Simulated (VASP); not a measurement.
# HCl in VASP: a series of runs

HCl is run at these levels: r2SCAN; tasks: single point.

Everything below comes from runs of VASP 6.6.1. Logs are shortened: lines on timing, memory, paths and dates and some standing lists are left out, and cuts for length are marked.

## 1. The cell of the first run

The cell holds a disordered packing, 24 atoms: a = 8.490 Å, b = 8.490 Å, c = 8.490 Å, α = 90.00°, β = 90.00°, γ = 90.00°.

## 2. Single point, r2SCAN

POSCAR reads:

```
HCl
1.0
    8.4901850000      0.0000000000      0.0000000000
    0.0000000000      8.4901850000      0.0000000000
    0.0000000000      0.0000000000      8.4901850000
Cl H
12 12
Direct
    0.5856173923      0.5948280279      0.9630767763
    0.0555464928      0.1837651359      0.3934189891
   -0.0101529001      0.6026723799      0.5960883067
    0.6130137329      0.1175474975      0.3162593041
    0.1541662520      0.4810024752      1.0013327154
    0.6372652657      0.5953227168      0.4199437350
    0.2996165572      0.8392514415      0.2100189807
    0.1712094613      0.9624996393      0.7750243369
    0.8155888240      0.2437991634      0.8751870542
    0.8924187164      0.8550697070      0.1327061778
    0.3963753440      0.3395096809      0.6512696720
    0.5880201668      0.9443139343      0.6832359954
    0.6236613219      0.4505437750      0.9567164909
    0.0126027878      0.2616786324      0.2718786458
    0.0723776926      0.7201609859      0.6495382609
    0.7157087861      0.0107064805      0.2839867447
    0.2409723699      0.3709695372      0.9383187763
    0.7487587137      0.6741902562      0.4829576741
    0.3000994678      0.6817637072      0.1851314194
    0.2304425640      0.9800022025      0.6329190707
    0.7196427404      0.1460509989      0.8250703607
    1.0195066421      0.8800986080      0.2076162062
    0.4639474876      0.4782934647      0.5993273409
    0.6282901963      1.0354662472      0.5646166721
```

INCAR.step1 reads:

```
  PREC = Accurate
  ENCUT = 520
  ISMEAR = -1
  SIGMA = 0.05
  LREAL = Auto
  LASPH = T
  NELM = 100
  NBANDS = 66
  GGA = PE
  ALGO = Normal
  EDIFF = 1E-4
  LWAVE = T
  LCHARG = F
```

INCAR.step2 reads:

```
  PREC = Accurate
  ENCUT = 520
  EDIFF = 1E-7
  ISMEAR = -1
  SIGMA = 0.05
  LREAL = Auto
  LASPH = T
  NELM = 100
  ALGO = Normal
  ISIF = 2
  LWAVE = F
  LCHARG = T
  METAGGA = R2SCAN
  LMIXTAU = T
  LELF = T
  LVHAR = T
  NBANDS = 66
  ISTART = 1
```

KPOINTS reads:

```
Automatic mesh
0
Gamma
  1 1 1
```

Potentials or basis: VASP PAW PBE potentials, release 64 (Cl, H).

Launch:

```sh
cat potpaw_PBE.64/Cl/POTCAR potpaw_PBE.64/H/POTCAR > POTCAR
cp INCAR.step1 INCAR
mpirun -np 1 vasp_gam > vasp.out
cp INCAR.step2 INCAR
mpirun -np 1 vasp_gam > vasp.out
```

OUTCAR:

```text
PREC = Accurate
   ENCUT = 520
   EDIFF = 1E-7
   ISMEAR = -1
   LREAL = Auto
   LASPH = T
   NELM = 100
   ISIF = 2
   METAGGA = R2SCAN
   ISTART = 1

 ion  position               nearest neighbor table
   1  0.586  0.595  0.963-  13 1.27
   2  0.056  0.184  0.393-  14 1.28
   3  0.990  0.603  0.596-  15 1.30
   4  0.613  0.118  0.316-  16 1.29
   5  0.154  0.481  0.001-  17 1.30
   6  0.637  0.595  0.420-  18 1.28
[... 16 lines left out ...]
  23  0.464  0.478  0.599-  11 1.38
  24  0.628  0.035  0.565-  12 1.32

  LATTYP: Found a simple cubic cell.
 ALAT       =     8.4901850000

  Lattice vectors:

 A1 = (   8.4901850000,   0.0000000000,   0.0000000000)
 A2 = (   0.0000000000,   8.4901850000,   0.0000000000)
 A3 = (   0.0000000000,   0.0000000000,   8.4901850000)

Analysis of symmetry for initial positions (statically):
=====================================================================
 Subroutine PRICEL returns:
 Original cell was already a primitive cell.

 Routine SETGRP: Setting up the symmetry group for a
 simple cubic supercell.

 Subroutine GETGRP returns: Found  1 space group operations
 (whereof  1 operations were pure point group operations)
 out of a pool of 48 trial point group operations.

The static configuration has the point symmetry C_1 .

Analysis of symmetry for dynamics (positions and initial velocities):
=====================================================================
 Subroutine PRICEL returns:
 Original cell was already a primitive cell.

 Routine SETGRP: Setting up the symmetry group for a
 simple cubic supercell.

 Subroutine GETGRP returns: Found  1 space group operations
 (whereof  1 operations were pure point group operations)
 out of a pool of 48 trial point group operations.

The dynamic configuration has the point symmetry C_1 .

 Subroutine INISYM returns: Found  1 space group operations
 (whereof  1 operations are pure point group operations),
 and found     1 'primitive' translations

----------------------------------------------------------------------------------------

                                     Primitive cell

  volume of cell :     612.0001

  direct lattice vectors                    reciprocal lattice vectors
     8.490185000  0.000000000  0.000000000     0.117783064  0.000000000  0.000000000
     0.000000000  8.490185000  0.000000000     0.000000000  0.117783064  0.000000000
     0.000000000  0.000000000  8.490185000     0.000000000  0.000000000  0.117783064

  length of vectors
     8.490185000  8.490185000  8.490185000     0.117783064  0.117783064  0.117783064

  position of ions in fractional coordinates (direct lattice)
     0.585617392  0.594828028  0.963076776
     0.055546493  0.183765136  0.393418989
     0.989847100  0.602672380  0.596088307
     0.613013733  0.117547497  0.316259304
     0.154166252  0.481002475  0.001332715
     0.637265266  0.595322717  0.419943735
[... 16 lines left out ...]
     0.463947488  0.478293465  0.599327341
     0.628290196  0.035466247  0.564616672

  ion indices of the primitive-cell ions
   primitive index   ion index
                 1           1
                 2           2
                 3           3
                 4           4
                 5           5
                 6           6
[... 16 lines left out ...]
                23          23
                24          24

----------------------------------------------------------------------------------------

 KPOINTS: Automatic mesh

Automatic generation of k-mesh.
 Grid dimensions read from file:
 generate k-points for:    1    1    1

 Generating k-lattice:

  Cartesian coordinates                     Fractional coordinates (reciprocal lattice)
     0.117783064  0.000000000  0.000000000     1.000000000  0.000000000  0.000000000
     0.000000000  0.117783064  0.000000000     0.000000000  1.000000000  0.000000000
     0.000000000  0.000000000  0.117783064     0.000000000  0.000000000  1.000000000

  Length of vectors
     0.117783064  0.117783064  0.117783064

  Shift w.r.t. Gamma in fractional coordinates (k-lattice)
     0.000000000  0.000000000  0.000000000

 Subroutine IBZKPT returns following result:
 ===========================================

 Found      1 irreducible k-points:

 Following reciprocal coordinates:
            Coordinates               Weight
  0.000000  0.000000  0.000000      1.000000
   k-points           NKPTS =      1   k-points in BZ     NKDIM =      1   number of bands    NBANDS=     66
   number of dos      NEDOS =    301   number of ions     NIONS =     24
   total plane-waves  NPLWV = 262144
   dimension x,y,z NGX =    64 NGY =   64 NGZ =   64
   dimension x,y,z NGXF=   128 NGYF=  128 NGZF=  128
   ions per type =              12  12
   NGX,Y,Z   is equivalent  to a cutoff of  12.53, 12.53, 12.53 a.u.
   NGXF,Y,Z  is equivalent  to a cutoff of  25.06, 25.06, 25.06 a.u.
 SYSTEM =  unknown system
   PREC   = accura    normal or accurate (medium, high low for compatibility)
   ISTART =      1    job   : 0-new  1-cont  2-samecut
   ICHARG =      0    charge: 1-file 2-atom 10-const
   ISPIN  =      1    spin polarized calculation?
   LNONCOLLINEAR =      F non collinear calculations
   LSORBIT =      F    spin-orbit coupling
   LASPH  =      T    aspherical Exc in radial PAW
   ENCUT  =  520.0 eV  38.22 Ry    6.18 a.u.  15.79 15.79 15.79*2*pi/ulx,y,z
   NELM   =    100;   NELMIN=  2; NELMDL=  0     # of ELM steps
   EDIFF  = 0.1E-06   stopping-criterion for ELM
   LREAL  =      T    real-space projection
   EDIFFG = 0.1E-05   stopping-criterion for IOM
   NSW    =      0    number of steps for IOM
   IBRION =     -1    ionic relax: 0-MD 1-quasi-New 2-CG
   NFREE  =      0    steps in history (QN), initial steepest desc. (CG)
   ISIF   =      2    stress and relaxation
   ISYM   =      2    0-nonsym 1-usesym 2-fastsym
   POTIM  = 0.5000    time-step for ionic-motion
   TEBEG  =    0.0;   TEEND  =   0.0 temperature during run
   PSTRESS=    0.0 pullay stress
   NELECT =      96.0000    total number of electrons
   NUPDOWN=      -1.0000    fix difference up-down
   EMIN   =  10.00;   EMAX   =-10.00  energy-range for DOS
   EFERMI =   0.00;   METHOD = LEGACY
   ISMEAR =    -1;   SIGMA  =   0.05  broadening in eV -4-tet -1-fermi 0-gaus
   EFERMI_NEDOS =   21; number of points for ismear=-14 and -15
   IALGO  =     38    algorithm
   IMIX   =      4    mixing-type and parameters
     AMIX     =   0.40;   BMIX     =  1.00
     AMIX_MAG =   1.60;   BMIX_MAG =  1.00
  volume/ion in A,a.u.               =      25.50       172.08
  Fermi-wavevector in a.u.,A,eV,Ry     =   0.882907  1.668452 10.606068  0.779524
  Thomas-Fermi vector in A             =   2.003601
   LORBIT       =      0    0 simple, 1 ext, 2 COOP (PROOUT), +10 PAW based schemes
   METAGGA = R2SCAN    functional components
   LHFCALC =     F    Hartree Fock is set to
   AEXX    =    0.0000 exact exchange contribution
   IVDW    =     0    specifies the selected vdW correction
   LEPSILON=     F    determine dielectric tensor
   LRPA    =     F    only Hartree local field effects (RPA)
 non-spin polarized calculation
  energy-cutoff  :      520.00
  volume of cell :      612.00
 maximum number of plane-waves:      8260
 NGX is ok and might be reduce to    64
   NGX = 31   NGY = 31   NGZ = 31

 number of electron      96.0000006 magnetization

 Free energy of the ion-electron system (eV)
  ---------------------------------------------------
  ext. energy  EPLUGINS =         0.00000000
  ---------------------------------------------------
  free energy    TOTEN  =      -126.60782828 eV

  energy without entropy =     -126.60782828  energy(sigma->0) =     -126.60782828

 E-fermi :  -2.7882     XC(G=0):  -6.3120

 val. band max:       -4.0034366272   @ k =   0.0000   0.0000   0.0000
 cond. band min:       1.9083091790   @ k =   0.0000   0.0000   0.0000
 fundamental gap:      5.9117458061
 Fermi energy:        -2.7881893275

 k-point     1 :       0.0000    0.0000    0.0000
  band No.  band energies     occupation
      1     -18.7002      2.00000
      2     -18.5325      2.00000
      3     -18.4934      2.00000
      4     -18.4524      2.00000
      5     -18.4329      2.00000
      6     -18.4056      2.00000
[... 52 lines left out ...]
     59       4.5296      0.00000
     60       4.6029      0.00000
 [bands above 60 left out]

------------------------ aborting loop because EDIFF is reached ----------------------------------------

  FORCE on cell =-STRESS in cart. coord.  units (eV):
  Direction    XX          YY          ZZ          XY          YZ          ZX
  --------------------------------------------------------------------------------------
  -------------------------------------------------------------------------------------
  Total        2.0067866     -3.6272043     -1.4051096      0.1047617      1.3994464      2.5612306
  in kB        5.2536401     -9.4957908     -3.6784879      0.2742596      3.6636620      6.7051394
  external PRESSURE =      -2.6402129 kB  Pullay stress =       0.0000000 kB

 VOLUME and BASIS-vectors are now :
 -----------------------------------------------------------------------------
  energy-cutoff  :      520.00
  volume of cell :      612.00
      direct lattice vectors                 reciprocal lattice vectors
     8.490185000  0.000000000  0.000000000     0.117783064  0.000000000  0.000000000
     0.000000000  8.490185000  0.000000000     0.000000000  0.117783064  0.000000000
     0.000000000  0.000000000  8.490185000     0.000000000  0.000000000  0.117783064

 POSITION                                       TOTAL-FORCE (eV/Angst)
 -----------------------------------------------------------------------------------
      4.97200      5.05020      8.17670        -0.223696      0.544275      0.051587
      0.47160      1.56020      3.34020        -0.019325      0.002153      0.034932
      8.40398      5.11680      5.06090         0.406214      0.358604      0.149200
      5.20460      0.99800      2.68510        -0.008722      0.156878      0.045477
      1.30890      4.08380      0.01132         0.264305     -0.539605     -0.126078
      5.41050      5.05440      3.56540        -0.404085     -0.140429     -0.305828
[... 16 lines left out ...]
      3.93900      4.06080      5.08840        -0.742659     -1.787696      0.673122
      5.33430      0.30111      4.79370        -0.283474     -0.327006      0.316096
 -----------------------------------------------------------------------------------
    total drift:                                0.001088     -0.000291     -0.000380

  FREE ENERGIE OF THE ION-ELECTRON SYSTEM (eV)
  ---------------------------------------------------
  free  energy   TOTEN  =      -126.6078282803 eV

  energy  without entropy=     -126.6078282802  energy(sigma->0) =     -126.60782828
```

It took 6.4 min on 1 thread of Intel Xeon Platinum 8259CL at 2.50GHz (Skylake/Cascade Lake), shared host; peak memory 0.6 GiB.

Results:

- Free energy: -126.6078 eV
- Pressure: -0.3 GPa
- Largest force: 2.050 eV/Å

Forces on the atoms (eV/Å):
```
Cl  -0.224  0.544  0.052
Cl  -0.019  0.002  0.035
Cl   0.406  0.359  0.149
Cl  -0.009  0.157  0.045
Cl   0.264 -0.540 -0.126
Cl  -0.404 -0.140 -0.306
Cl   0.095 -1.711 -0.121
Cl   0.272  0.048 -1.010
Cl   1.096  1.188  0.607
Cl  -0.541 -0.157 -0.225
Cl   0.812  1.714 -0.621
Cl   0.263  0.255 -0.297
H    0.242 -0.475 -0.091
H    0.001  0.014 -0.061
H   -0.265 -0.286 -0.019
H    0.079 -0.052 -0.200
H   -0.327  0.557  0.196
H    0.189  0.066  0.235
H   -0.036  1.706  0.158
H   -0.273 -0.056  0.961
H   -1.085 -1.176 -0.551
H    0.489  0.098  0.199
H   -0.743 -1.788  0.673
H   -0.283 -0.327  0.316
```

Caveat: the k points lie up to 0.74 Å⁻¹ apart; the atoms stand as in a frame of molecular dynamics; the PAW data sets were made with another functional, which shifts forces and pressure a little.

## 3. Single point, r2SCAN

POSCAR reads:

```
HCl
1.0
    8.4901850000      0.0000000000      0.0000000000
    0.0000000000      8.4901850000      0.0000000000
    0.0000000000      0.0000000000      8.4901850000
Cl H
12 12
Direct
    0.5886444171      0.5933557396      0.9683534576
    0.0599280228      0.1824106306      0.3916640215
   -0.0146757697      0.6038855455      0.5974428119
    0.6128488366      0.1166641245      0.3182262813
    0.1507387648      0.4815913905      1.0030052349
    0.6350745007      0.5958527405      0.4201910795
    0.2981324906      0.8373904691      0.2058376820
    0.1669339361      0.9590839304      0.7756250305
    0.8106183788      0.2483338113      0.8691094481
    0.8925836127      0.8588976565      0.1303151816
    0.3993552555      0.3414059882      0.6441673532
    0.5885384123      0.9416755936      0.6844138261
    0.6045686873      0.4419456113      0.9738892615
    0.0027090105      0.2336815982      0.2623735525
    0.0749571417      0.7036124655      0.6685484474
    0.7198194150      0.0222256641      0.2672379930
    0.2430571301      0.3671533659      0.9521465080
    0.7245189592      0.7059445701      0.4598250804
    0.3235736324      0.6846376139      0.2219268485
    0.1711623481      0.9810858067      0.6207874151
    0.7412677109      0.1365576840      0.8029742579
    1.0021689751      0.8566244434      0.2391938456
    0.4813676027      0.4786350356      0.6097746987
    0.6207167453      1.0505660360      0.5813418671
```

INCAR.step1 reads:

```
SYSTEM = HCl
PREC = Accurate ; ENCUT = 520
ISMEAR = -1 ; SIGMA = 0.05
LREAL = Auto ; LASPH = .TRUE.
NELM = 60 ; NBANDS = 66
GGA = PE ; ALGO = Normal
EDIFF = 1E-4 ; LWAVE = .TRUE.
LCHARG = .FALSE.
```

INCAR.step2 reads:

```
SYSTEM = HCl
PREC = Accurate ; ENCUT = 520
EDIFF = 1E-6 ; ISMEAR = -1
SIGMA = 0.05 ; LREAL = Auto
LASPH = .TRUE. ; NELM = 60
ALGO = Normal ; ISIF = 2
LWAVE = .FALSE. ; LCHARG = .TRUE.
METAGGA = R2SCAN ; LMIXTAU = .TRUE.
LELF = .TRUE. ; LVHAR = .TRUE.
NBANDS = 66 ; ISTART = 1
```

KPOINTS reads:

```
regular mesh
0
G
  1 1 1
  0 0 0
```

Potentials or basis: VASP PAW PBE potentials, release 64 (Cl, H).

Launch:

```sh
cat potpaw_PBE.64/Cl/POTCAR potpaw_PBE.64/H/POTCAR > POTCAR
cp INCAR.step1 INCAR
mpirun -np 1 vasp_gam > vasp.out
cp INCAR.step2 INCAR
mpirun -np 1 vasp_gam > vasp.out
```

Run time: 5.3 min. Hardware: 1 thread of Intel Xeon Platinum 8259CL at 2.50GHz (Skylake/Cascade Lake), shared host; peak memory 0.59 GiB.

Results (log left out):

* Free energy: -126.4237 eV
* Pressure: -0.4 GPa
* Largest force: 2.171 eV/Å

Forces on the atoms (eV/Å):
```
Cl  -0.080 -0.280  0.038
Cl   0.017  0.040  0.093
Cl   0.206  0.154  0.029
Cl  -0.077  0.278 -0.013
Cl   0.630 -0.913 -0.245
Cl  -0.728 -0.807 -0.463
Cl   0.239 -1.090  0.282
Cl  -0.042  0.131 -1.352
Cl   0.659  0.949  0.549
Cl   0.392 -0.036  0.604
Cl   1.052  1.778 -0.390
Cl   0.219  0.187 -0.081
H    0.072  0.340 -0.105
H   -0.033  0.013 -0.121
H   -0.080 -0.088  0.053
H    0.103 -0.124 -0.144
H   -0.679  0.885  0.277
H    0.562  0.722  0.398
H   -0.186  1.109 -0.214
H    0.035 -0.132  1.330
H   -0.611 -0.971 -0.411
H   -0.431  0.026 -0.624
H   -1.032 -1.852  0.466
H   -0.205 -0.318  0.044
```

Stress tensor (GPa, compression positive):
```
 0.18  0.22  0.36
 0.22 -0.80  0.50
 0.36  0.50 -0.50
```

Levels at points of the mesh, in eV from the Fermi level:
| k point | band 45 | band 46 | band 47 | band 48 | band 49 | band 50 | band 51 | band 52 |
| --- | --- | --- | --- | --- | --- | --- | --- | --- |
| (0.00, 0.00, 0.00) | -1.44 | -1.40 | -1.32 | -1.24 | 4.57 | 5.52 | 5.82 | 5.92 |

Caveat: the k points lie up to 0.74 Å⁻¹ apart; the atoms stand as in a frame of molecular dynamics; the PAW data sets were made with another functional, which shifts forces and pressure a little.

(Part 1 of 2 ends here.)
